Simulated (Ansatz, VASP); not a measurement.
InAs in VASP and in Ansatz

Contents of INCAR:

```
SYSTEM = InAs
ALGO = Normal ; EDIFF = 1E-6
EDIFFG = -0.005 ; ENCUT = 600
GGA = PE ; IBRION = 2
ISIF = 3 ; ISMEAR = -1
LASPH = .TRUE. ; LCHARG = .FALSE.
LREAL = .FALSE. ; LWAVE = .FALSE.
NELM = 100 ; NSW = 60
PREC = Accurate ; SIGMA = 0.05
```

File KPOINTS:

```
k-points
0
G
  13 13 13
  0 0 0
```

The input POSCAR:

```
InAs
1.0
    0.0000000000      2.7338947002      2.7338947002
    2.7338947002      0.0000000000      2.7338947002
    2.7338947002      2.7338947002      0.0000000000
In As
1 1
Direct
    0.0000000000      0.0000000000      0.0000000000
    0.5000000000      0.5000000000      0.5000000000
```

Input for Ansatz:

```yaml
crystal:
  lattice:
    - [0.0, 2.7338947002, 2.7338947002]
    - [2.7338947002, 0.0, 2.7338947002]
    - [2.7338947002, 2.7338947002, 0.0]
  atoms:
    - { symbol: In, position: [0.0, 0.0, 0.0] }
    - { symbol: As, position: [0.5, 0.5, 0.5] }
kpoints:
  mp_grid: { grid: [13, 13, 13] }
scf:
  occupations: { method: fermi_dirac, width: 0.05 }
hamiltonian:
  xc: pbe
  pseudopotentials: { kind: paw }
output:
  forces: true
  stress: true
  write_density: true
  write_potential: true
  elf: true
  volumetric_format: npy
relax:
  f_tol: 0.005
  max_steps: 40
  cell: {}
```

Alike in both runs: task relaxation of cell and atoms; functional PBE; k mesh 13 × 13 × 13; occupations fermi-dirac, width 0.05 eV; no spin polarisation.

|  | VASP | Ansatz |
| --- | --- | --- |
| version | VASP 6.6.1 | Ansatz 0.2.0 |
| potentials or method | VASP PAW PBE potentials, release 64 (In_d, As) | PAW with Ansatz's default frozen-core files, scalar-relativistic |
| plane-wave cutoff (eV) | 600 | 420 |
| valence electrons in the cell | 18 | 28 |

```csv
,VASP,Ansatz,Ansatz less VASP
relaxed volume (Å³/atom),23.78,23.76,-0.016
relaxed length of the cell vector where the two differ most in proportion (Å),4.067,4.066,-0.0009
```

VASP's potentials hold 18 valence electrons a cell and Ansatz's 28, so a difference there can come from the potentials and not from the codes.

Noted on VASP's run: the volume moved by over 15 % at a fixed basis, so the end points are rough.
